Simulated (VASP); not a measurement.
A run of VASP 6.6.1:

INCAR

```
ALGO = Normal ; EDIFF = 1E-7
ENCUT = 520 ; GGA = PE
ISIF = 2 ; ISMEAR = 0
IVDW = 12 ; LASPH = True
LCHARG = False ; LREAL = False
LWAVE = False ; NBANDS = 22
NELM = 100 ; PREC = Accurate
SIGMA = 0.05
```

File KPOINTS:

```
k-points
0
Gamma
  8 8 4
```

POSCAR

```
F
1.0
    2.8618623806     -1.8557284019      0.3020207345
    2.8618623806      1.8557284019      0.3020207345
   -0.8635919532      0.0000000000      6.9902291975
F
4
Direct
    0.9138648456      0.5855481450      0.0939279973
    0.4144518550      0.0861351544      0.4060720027
    0.0861351544      0.4144518550      0.9060720027
    0.5855481450      0.9138648456      0.5939279973
```

Potentials or basis: VASP PAW PBE potentials, release 64 (F).

Launch:

```bash
$ cat potpaw_PBE.64/F/POTCAR > POTCAR
$ mpirun -np 1 vasp_std > vasp.out
```

Hardware: 1 thread of Oxide Virtual Turin-like Processor, on a shared host.

Estimate the wall time of this run.

It took 2.6 min on 1 thread of Oxide Virtual Turin-like Processor, on a shared host, peak memory 0.21 GiB. Counts: scf iterations 12, k points 78.
